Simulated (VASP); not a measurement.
# CdSe (F-43m) in VASP: notebook

CdSe is run at these levels: PBEsol, PBE; tasks: vibrations by perturbation theory, dielectric tensor.

All numbers are computed with VASP 6.6.1; they aren't measurements. Logs are shortened: lines on timing, memory, paths and dates and some standing lists are left out, and cuts for length are marked.

### Step 1. The cell of the first run

Symmetry: F-43m, No. 216, cubic system. Conventional cell: a = 6.141 Å, b = 6.141 Å, c = 6.141 Å, α = 90.00°, β = 90.00°, γ = 90.00°. Within 3.5 Å of Cd (site symmetry -43m) lie 4 Se at 2.66 Å. Se (site symmetry -43m) has 4 Cd at 2.66 Å within 3.5 Å.

### Step 2. Vibrations by perturbation theory, PBEsol

File INCAR:

```
SYSTEM = CdSe
PREC = Accurate
ENCUT = 520
EDIFF = 1E-8
ISMEAR = -1
SIGMA = 0.05
LREAL = .FALSE.
LASPH = .TRUE.
NELM = 80
ALGO = Normal
ISIF = 2
LWAVE = .FALSE.
LCHARG = .FALSE.
GGA = PS
IBRION = 8
NSW = 1
```

File KPOINTS:

```
regular mesh
0
G
  6 6 6
  0 0 0
```

File POSCAR:

```
CdSe
1.0
    0.0000000000      3.0702711986      3.0702711986
    3.0702711986      0.0000000000      3.0702711986
    3.0702711986      3.0702711986      0.0000000000
Cd Se
1 1
Direct
    0.0000000000      0.0000000000      0.0000000000
    0.2500000000      0.2500000000      0.2500000000
```

Potentials or basis: VASP PAW PBE potentials, release 64 (Cd, Se).

On the command line:

```
cat potpaw_PBE.64/Cd/POTCAR potpaw_PBE.64/Se/POTCAR > POTCAR
mpirun -np 1 vasp_std > vasp.out
```

OUTCAR:

```text
SYSTEM = CdSe
   PREC = Accurate
   ENCUT = 520
   EDIFF = 1E-8
   ISMEAR = -1
   LREAL = .FALSE.
   LASPH = .TRUE.
   NELM = 80
   ISIF = 2
   GGA = PS
   IBRION = 8
   NSW = 1

 ion  position               nearest neighbor table
   1  0.000  0.000  0.000-   2 2.66   2 2.66   2 2.66   2 2.66
   2  0.250  0.250  0.250-   1 2.66   1 2.66   1 2.66   1 2.66

  LATTYP: Found a face centered cubic cell.
 ALAT       =     6.1405423972

  Lattice vectors:

 A1 = (   0.0000000000,   3.0702711986,   3.0702711986)
 A2 = (   3.0702711986,   0.0000000000,   3.0702711986)
 A3 = (   3.0702711986,   3.0702711986,   0.0000000000)

Analysis of symmetry for initial positions (statically):
=====================================================================
 Subroutine PRICEL returns:
 Original cell was already a primitive cell.

 Routine SETGRP: Setting up the symmetry group for a
 face centered cubic supercell.

 Subroutine GETGRP returns: Found 24 space group operations
 (whereof 24 operations were pure point group operations)
 out of a pool of 48 trial point group operations.

The static configuration has the point symmetry T_d .

Analysis of symmetry for dynamics (positions and initial velocities):
=====================================================================
 Subroutine PRICEL returns:
 Original cell was already a primitive cell.

 Routine SETGRP: Setting up the symmetry group for a
 face centered cubic supercell.

 Subroutine GETGRP returns: Found 24 space group operations
 (whereof 24 operations were pure point group operations)
 out of a pool of 48 trial point group operations.

The dynamic configuration has the point symmetry T_d .

 Subroutine INISYM returns: Found 24 space group operations
 (whereof 24 operations are pure point group operations),
 and found     1 'primitive' translations

----------------------------------------------------------------------------------------

                                     Primitive cell

  volume of cell :      57.8842

  direct lattice vectors                    reciprocal lattice vectors
     0.000000000  3.070271199  3.070271199    -0.162852063  0.162852063  0.162852063
     3.070271199  0.000000000  3.070271199     0.162852063 -0.162852063  0.162852063
     3.070271199  3.070271199  0.000000000     0.162852063  0.162852063 -0.162852063

  length of vectors
     4.342019169  4.342019169  4.342019169     0.282068048  0.282068048  0.282068048

  position of ions in fractional coordinates (direct lattice)
     0.000000000  0.000000000  0.000000000
     0.250000000  0.250000000  0.250000000

  ion indices of the primitive-cell ions
   primitive index   ion index
                 1           1
                 2           2

----------------------------------------------------------------------------------------

 KPOINTS: regular mesh

Automatic generation of k-mesh.
 Grid dimensions read from file:
 generate k-points for:    6    6    6

 Generating k-lattice:

  Cartesian coordinates                     Fractional coordinates (reciprocal lattice)
    -0.027142011  0.027142011  0.027142011     0.166666667  0.000000000  0.000000000
     0.027142011 -0.027142011  0.027142011     0.000000000  0.166666667  0.000000000
     0.027142011  0.027142011 -0.027142011     0.000000000  0.000000000  0.166666667

  Length of vectors
     0.047011341  0.047011341  0.047011341

  Shift w.r.t. Gamma in fractional coordinates (k-lattice)
     0.000000000  0.000000000  0.000000000

[... 71 lines left out ...]
   LRPA    =     F    only Hartree local field effects (RPA)
 non-spin polarized calculation
  energy-cutoff  :      520.00
  volume of cell :       57.88
 maximum number of plane-waves:      1588
   NGX = 17   NGY = 17   NGZ = 17

--------------------------------------- Ionic step        1  -------------------------------------------

 number of electron      18.0000008 magnetization

 Free energy of the ion-electron system (eV)
  ---------------------------------------------------
  ext. energy  EPLUGINS =         0.00000000
  ---------------------------------------------------
  free energy    TOTEN  =        -6.16851325 eV

  energy without entropy =       -6.16838373  energy(sigma->0) =       -6.16844849

 E-fermi :   0.8355     XC(G=0):  -8.9679

 val. band max:        0.5930606489   @ k =   0.0000   0.0000   0.0000
 cond. band min:       1.0173235614   @ k =   0.0000   0.0000   0.0000
 fundamental gap:      0.4242629125
 Fermi energy:         0.8355413792

 k-point     1 :       0.0000    0.0000    0.0000
  band No.  band energies     occupation
      1     -11.8727      2.00000
      2      -7.2292      2.00000
      3      -7.2292      2.00000
      4      -7.2292      2.00000
      5      -6.8785      2.00000
      6      -6.8785      2.00000
      7       0.5931      1.98446
      8       0.5931      1.98446
      9       0.5931      1.98446
     10       1.0173      0.05138
     11       6.4439      0.00000
     12       6.4439      0.00000
     13       6.4439      0.00000
[... 228 lines left out ...]
      2      -7.0530      2.00000
      3      -7.0362      2.00000
      4      -6.9380      2.00000
      5      -6.8525      2.00000
      6      -6.4573      2.00000
      7      -3.3374      2.00000
      8      -1.4789      2.00000
      9      -1.4585      2.00000
     10       4.8539      0.00000
     11       5.0829      0.00000
     12       7.9948      0.00000
     13       8.4661      0.00000

------------------------ aborting loop because EDIFF is reached ----------------------------------------

  FORCE on cell =-STRESS in cart. coord.  units (eV):
  Direction    XX          YY          ZZ          XY          YZ          ZX
  --------------------------------------------------------------------------------------
  -------------------------------------------------------------------------------------
  Total       -0.3955333     -0.3955333     -0.3955333      0.0000000      0.0000000     -0.0000000
  in kB      -10.9479643    -10.9479643    -10.9479643      0.0000000      0.0000000     -0.0000000
  external PRESSURE =     -10.9479643 kB  Pullay stress =       0.0000000 kB

 VOLUME and BASIS-vectors are now :
 -----------------------------------------------------------------------------
  energy-cutoff  :      520.00
  volume of cell :       57.88
      direct lattice vectors                 reciprocal lattice vectors
     0.000000000  3.070271199  3.070271199    -0.162852063  0.162852063  0.162852063
     3.070271199  0.000000000  3.070271199     0.162852063 -0.162852063  0.162852063
     3.070271199  3.070271199  0.000000000     0.162852063  0.162852063 -0.162852063

 POSITION                                       TOTAL-FORCE (eV/Angst)
 -----------------------------------------------------------------------------------
      0.00000      0.00000      0.00000         0.000000      0.000000     -0.000000
      1.53514      1.53514      1.53514        -0.000000     -0.000000      0.000000
 -----------------------------------------------------------------------------------
    total drift:                               -0.000000     -0.000000     -0.000000

  FREE ENERGIE OF THE ION-ELECTRON SYSTEM (eV)
  ---------------------------------------------------
  free  energy   TOTEN  =        -6.1685132547 eV

  energy  without entropy=       -6.1683837254  energy(sigma->0) =       -6.16844849

[... ionic steps 2 to 3 ...]

--------------------------------------- Ionic step        4  -------------------------------------------

------------------------ aborting loop because EDIFF is reached ----------------------------------------

[... ionic steps 5 to 6 ...]

--------------------------------------- Ionic step        7  -------------------------------------------

 Free energy of the ion-electron system (eV)
  ---------------------------------------------------
  ---------------------------------------------------
  free energy    TOTEN  =        -0.08442466 eV

  energy without entropy =       -0.08442466

------------------------ aborting loop because EDIFF is reached ----------------------------------------

 INTERNAL STRAIN TENSOR  FOR ION    2  DIRECTION 1   (eV/Angst):
 -----------------------------------------------------------------------------
     0.01110  0.00000  0.00000
     0.00000 -0.00142 -5.20297
     0.00000 -5.20297 -0.00142

 INTERNAL STRAIN TENSOR FOR ION    2 for displacements in x,y,z  (eV/Angst):
          X           Y           Z          XY          YZ          ZX
  --------------------------------------------------------------------------------
  x     0.00000    -0.00000    -0.00000     0.00000    -5.20297     0.00000
  y     0.00000    -0.00000     0.00000     0.00000     0.00000    -5.20297
  z    -0.00000    -0.00000     0.00000    -5.20297     0.00000     0.00000

 SECOND DERIVATIVES (NOT SYMMETRIZED)
 ------------------------------------
               1X          1Y          1Z          2X          2Y          2Z
  1X    -4.404516    0.000000    0.000000    4.404516    0.000000    0.000000
  1Y     0.000000   -4.404516    0.000000    0.000000    4.404516    0.000000
  1Z     0.000000    0.000000   -4.404516    0.000000    0.000000    4.404516
  2X     4.391870    0.000000    0.000000   -4.391870    0.000000    0.000000
  2Y     0.000000    4.391870    0.000000    0.000000   -4.391870    0.000000
  2Z     0.000000    0.000000    4.391870    0.000000    0.000000   -4.391870

 Eigenvectors and eigenvalues of the dynamical matrix
 ----------------------------------------------------

   1 f  =    4.813528 THz    30.244287 2PiTHz  160.562006 cm-1    19.907143 meV
             X         Y         Z           dx          dy          dz
      0.000000  0.000000  0.000000     0.000000    0.642883    0.000000
      1.535136  1.535136  1.535136     0.000000   -0.765964    0.000000
[... 21 lines left out ...]
   6 f/i=    0.003408 THz     0.021412 2PiTHz    0.113674 cm-1     0.014094 meV
             X         Y         Z           dx          dy          dz
      0.000000  0.000000  0.000000     0.000000    0.000000    0.765964
      1.535136  1.535136  1.535136     0.000000    0.000000    0.642883

--------------------------------------------------------------------------------------------------------

 ELASTIC MODULI CONTR FROM IONIC RELAXATION (kBar)
 Direction    XX          YY          ZZ          XY          YZ          ZX
 --------------------------------------------------------------------------------
 XX          -0.0000      0.0000      0.0000     -0.0000      0.0000     -0.0000
 YY           0.0000     -0.0000     -0.0000     -0.0000     -0.0000     -0.0000
 ZZ           0.0000     -0.0000     -0.0000      0.0000     -0.0000     -0.0000
 XY          -0.0000     -0.0000      0.0000   -174.0983      0.0000      0.0000
 YZ           0.0000     -0.0000     -0.0000      0.0000   -174.0983      0.0000
 ZX          -0.0000     -0.0000     -0.0000      0.0000      0.0000   -174.0983
 --------------------------------------------------------------------------------
```

It took 3.6 min on 1 thread of AMD EPYC, shared host; peak memory 0.24 GiB.

Results:

| Property | Result |
| --- | --- |
| Highest phonon frequency at Γ, LO-TO splitting left out | 161 cm⁻¹ |

Phonon frequencies in cm⁻¹ (negative: imaginary):
| q point | frequencies |
| --- | --- |
| (0.000, 0.000, 0.000) | 0 0 0 161 161 161 |

Caveat: the cell wasn't relaxed at this level first, which shifts response properties; the PAW data sets were made with another functional, which shifts forces and pressure a little.

### Step 3. Dielectric tensor, PBE

File INCAR:

```
  ALGO = Normal
  EDIFF = 1E-8
  ENCUT = 520
  GGA = PE
  ISIF = 2
  ISMEAR = 0
  LASPH = True
  LCHARG = False
  LEPSILON = True
  LREAL = False
  LWAVE = False
  NELM = 100
  PREC = Accurate
  SIGMA = 0.01
```

File KPOINTS:

```
k-points
0
Gamma
  8 8 8
```

POSCAR is that of step 2.

Potentials or basis: VASP PAW PBE potentials, release 64 (Cd, Se).

On the command line:

```
cat potpaw_PBE.64/Cd/POTCAR potpaw_PBE.64/Se/POTCAR > POTCAR
mpirun -np 1 vasp_std > vasp.out
```

OUTCAR:

```text
EDIFF = 1E-8
   ENCUT = 520
   GGA = PE
   ISIF = 2
   ISMEAR = 0
   LASPH = True
   LEPSILON = True
   LREAL = False
   NELM = 100
   PREC = Accurate

 ion  position               nearest neighbor table
   1  0.000  0.000  0.000-   2 2.66   2 2.66   2 2.66   2 2.66
   2  0.250  0.250  0.250-   1 2.66   1 2.66   1 2.66   1 2.66

  LATTYP: Found a face centered cubic cell.
 ALAT       =     6.1405423972

  Lattice vectors:

 A1 = (   0.0000000000,   3.0702711986,   3.0702711986)
 A2 = (   3.0702711986,   0.0000000000,   3.0702711986)
 A3 = (   3.0702711986,   3.0702711986,   0.0000000000)

Analysis of symmetry for initial positions (statically):
=====================================================================
 Subroutine PRICEL returns:
 Original cell was already a primitive cell.

 Routine SETGRP: Setting up the symmetry group for a
 face centered cubic supercell.

 Subroutine GETGRP returns: Found 24 space group operations
 (whereof 24 operations were pure point group operations)
 out of a pool of 48 trial point group operations.

The static configuration has the point symmetry T_d .

Analysis of symmetry for dynamics (positions and initial velocities):
=====================================================================
 Subroutine PRICEL returns:
 Original cell was already a primitive cell.

 Routine SETGRP: Setting up the symmetry group for a
 face centered cubic supercell.

 Subroutine GETGRP returns: Found 24 space group operations
 (whereof 24 operations were pure point group operations)
 out of a pool of 48 trial point group operations.

The dynamic configuration has the point symmetry T_d .

 Subroutine INISYM returns: Found 24 space group operations
 (whereof 24 operations are pure point group operations),
 and found     1 'primitive' translations
[... 559 lines left out ...]

 HEAD OF MICROSCOPIC STATIC DIELECTRIC TENSOR (INDEPENDENT PARTICLE, excluding Hartree and local field effects)
 ------------------------------------------------------
          12.839380     0.000000     0.000000
           0.000000    12.839380     0.000000
           0.000000     0.000000    12.839380
 ------------------------------------------------------

 Free energy of the ion-electron system (eV)
  ---------------------------------------------------
  ---------------------------------------------------
  free energy    TOTEN  =        -1.95704245 eV

  energy without entropy =       -1.95704245

------------------------ aborting loop because EDIFF is reached ----------------------------------------

--------------------------------------- Ionic step        2  -------------------------------------------

------------------------ aborting loop because EDIFF is reached ----------------------------------------

--------------------------------------- Ionic step        3  -------------------------------------------

 Free energy of the ion-electron system (eV)
  ---------------------------------------------------
  ---------------------------------------------------
  free energy    TOTEN  =        -1.95704361 eV

  energy without entropy =       -1.95704361

------------------------ aborting loop because EDIFF is reached ----------------------------------------

 PIEZOELECTRIC TENSOR FIELD DIRECTION 3  (e Angst)
 -----------------------------------------------------------------------------
    -0.00083 -2.66633  0.00000           (  0.00000  0.04736  0.00000)
    -2.66633 -0.00083  0.00000           (  0.04736  0.00000  0.00000)
     0.00000  0.00000 -0.00069           (  0.00000  0.00000 -0.00000)

 PIEZOELECTRIC TENSOR FIELD DIRECTION 3  (C/m^2)
 -----------------------------------------------------------------------------
    -0.00023 -0.73801  0.00000
    -0.73801 -0.00023  0.00000
     0.00000  0.00000 -0.00019

 MACROSCOPIC STATIC DIELECTRIC TENSOR (including local field effects in DFT)
 ------------------------------------------------------
          12.548417    -0.000000    -0.000000
          -0.000000    12.548417    -0.000000
          -0.000000    -0.000000    12.548417
 ------------------------------------------------------

 PIEZOELECTRIC TENSOR (including local field effects)  for field in x, y, z        (e  Angst)
          XX          YY          ZZ          XY          YZ          ZX
  --------------------------------------------------------------------------------
  x    -0.00000     0.00000     0.00000     0.00000    -2.68221    -0.00000
  y    -0.00000     0.00000     0.00000     0.00000    -0.00000    -2.68221
  z     0.00000     0.00000     0.00000    -2.68221     0.00000     0.00000

 PIEZOELECTRIC TENSOR (including local field effects)  for field in x, y, z        (C/m^2)
          XX          YY          ZZ          XY          YZ          ZX
  --------------------------------------------------------------------------------
  x    -0.00000     0.00000     0.00000     0.00000    -0.74241    -0.00000
  y    -0.00000     0.00000     0.00000     0.00000    -0.00000    -0.74241
  z     0.00000     0.00000     0.00000    -0.74241     0.00000     0.00000

 BORN EFFECTIVE CHARGES (including local field effects) (in |e|, cummulative output)
 ---------------------------------------------------------------------------------
 ion    1
    1     2.38931     0.00000     0.00000
    2     0.00000     2.38931     0.00000
    3     0.00000     0.00000     2.38931
 ion    2
    1    -2.38931     0.00000     0.00000
    2     0.00000    -2.38931     0.00000
    3     0.00000     0.00000    -2.38931
```

OSZICAR:

```text
N       E                     dE             d eps       ncg     rms          rms(c)
DAV:   1     0.110331294076E+03    0.11033E+03   -0.88102E+03   754   0.123E+03
[... 13 lines left out ...]
RMM:   7    -0.195689201219E+01   -0.11553E-02   -0.16742E-05  3963   0.270E-02    0.298E-03
RMM:   8    -0.195702828735E+01   -0.13628E-03   -0.17353E-06  3628   0.690E-03    0.484E-04
RMM:   9    -0.195704494349E+01   -0.16656E-04   -0.69762E-06  4198   0.101E-03    0.300E-04
RMM:  10    -0.195704530280E+01   -0.35931E-06   -0.12552E-06  3794   0.901E-04    0.110E-04
RMM:  11    -0.195704523095E+01    0.71848E-07   -0.14135E-06  3424   0.167E-04    0.485E-05
RMM:  12    -0.195704385816E+01    0.13728E-05   -0.10969E-07  2994   0.137E-04    0.102E-05
RMM:  13    -0.195704361006E+01    0.24810E-06   -0.23022E-12  1522   0.323E-05    0.629E-06
```

stdout:

```text
POSCAR found type information on POSCAR CdSe
 POSCAR found :  2 types and       2 ions
 scaLAPACK will be used
 LDA part: xc-table for (Slater+PW92), standard interpolation
 POSCAR, INCAR and KPOINTS ok, starting setup
 FFT: planning ... GRIDC
 FFT: planning ... GRID_SOFT
 FFT: planning ... GRID
 WAVECAR not read
 entering main loop
 Linear response reoptimize wavefunctions to high precision
 Linear response G [H, r] |phi>, progress :
  Direction:   1
 Linear response G [H, r] |phi>, progress :
  Direction:   2
 Linear response G [H, r] |phi>, progress :
  Direction:   3
 Linear response to external field (no local field effect), progress :
  Direction:   1
 dielectric tensor                  component  1 :    13.795     3.530     1.127
 Linear response to external field (no local field effect), progress :
  Direction:   2
 dielectric tensor                  component  2 :     3.530    14.277    -1.468
 Linear response to external field (no local field effect), progress :
  Direction:   3
 dielectric tensor                  component  3 :     1.123    -1.466    10.447
 Linear response to external field, progress :
  Direction:   1
 dielectric tensor                  component  1 :    12.548     1.737     0.685
 Linear response to external field, progress :
  Direction:   2
 dielectric tensor                  component  2 :     1.706    12.548     0.522
 Linear response to external field, progress :
  Direction:   3
 dielectric tensor                  component  3 :     1.339     1.083    12.548
 Born effective charges drift removed
```

Run time: 12 min. Hardware: 1 thread of AMD EPYC 7R13, shared host; peak memory 0.32 GiB.

What came out:

| Quantity | Value |
| --- | --- |
| Band gap on the k mesh | 0.55 eV, direct |
| Electronic dielectric tensor (diagonal) | 12.55 |
| Born charges (mean of the diagonal) | Cd +2.39; Se -2.39 e |

Electronic dielectric tensor:
```
12.55  0.00  0.00
 0.00 12.55  0.00
 0.00  0.00 12.55
```

Born effective charge tensors (e):
atom 1, Cd
```
2.39 0.00 0.00
0.00 2.39 0.00
0.00 0.00 2.39
```
atom 2, Se
```
-2.39  0.00  0.00
 0.00 -2.39  0.00
 0.00  0.00 -2.39
```

Caveat: the gap is small at this level, which inflates the dielectric constant. As with any semilocal functional, this PBE gap is likely too small.

(Part 1 of 2 ends here.)
